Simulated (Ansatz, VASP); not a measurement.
Al2Cl2F in VASP and in Ansatz

The input INCAR:

```
  ALGO = Normal
  EDIFF = 1E-7
  ENCUT = 520
  GGA = PE
  ISIF = 2
  ISMEAR = 0
  LASPH = T
  LCHARG = F
  LREAL = F
  LWAVE = F
  NBANDS = 22
  NELM = 80
  PREC = Accurate
  SIGMA = 0.1
```

The input KPOINTS:

```
k-points
0
Gamma
  4 4 4
```

POSCAR

```
Al2Cl2F
1.0
    5.1849890700      0.0000000000      0.0000000000
    0.0000000000      5.1849890700      0.0000000000
    0.0000000000      0.0000000000      3.8210015800
Al Cl F
2 2 1
Direct
    0.0000000000      0.5000000000      0.7125503600
    0.5000000000      0.0000000000      0.7125503600
    0.0000000000      0.5000000000      0.1385374800
    0.5000000000      0.0000000000      0.1385374800
    0.0000000000      0.0000000000      0.7490375400
```

Input for Ansatz:

```yaml
crystal:
  lattice:
    - [5.18498907, 0.0, 0.0]
    - [0.0, 5.18498907, 0.0]
    - [0.0, 0.0, 3.82100158]
  atoms:
    - { symbol: Al, position: [0.0, 0.5, 0.71255036] }
    - { symbol: Al, position: [0.5, 0.0, 0.71255036] }
    - { symbol: Cl, position: [0.0, 0.5, 0.13853748] }
    - { symbol: Cl, position: [0.5, 0.0, 0.13853748] }
    - { symbol: F, position: [0.0, 0.0, 0.74903754] }
basis:
  ecutwfc: 420
kpoints:
  mp_grid: { grid: [4, 4, 4] }
hamiltonian:
  xc: pbe
scf:
  occupations: { method: gaussian, width: 0.1 }
  lower_state_search: "off"
output:
  forces: true
  stress: true
  eigenvalues: true
```

Alike in both runs: task single point; functional PBE; k mesh 4 × 4 × 4; occupations gaussian, width 0.1 eV; no spin polarisation.

```csv
,VASP,Ansatz
version,VASP 6.6.1,Ansatz 0.2.0
potentials or method,"VASP PAW PBE potentials, release 64 (Al, Cl, F), cutoff 520 eV","scalar-relativistic, plane waves, PAW"
valence electrons in the cell,27,27
```

VASP gave:

* gap on the k mesh at the Fermi level (eV): none
* rms of the force components (eV/Å): 10.801

Problem. Estimate Ansatz's values.

Solution. gap on the k mesh at the Fermi level (eV): none; rms of the force components (eV/Å): 10.942.

Atom by atom the forces differ by 0.141 eV/Å (rms over components). A gap of «none» marks a metal or a gap that the smearing closes.

The k mesh is coarse, so the values compare programs but aren't converged.
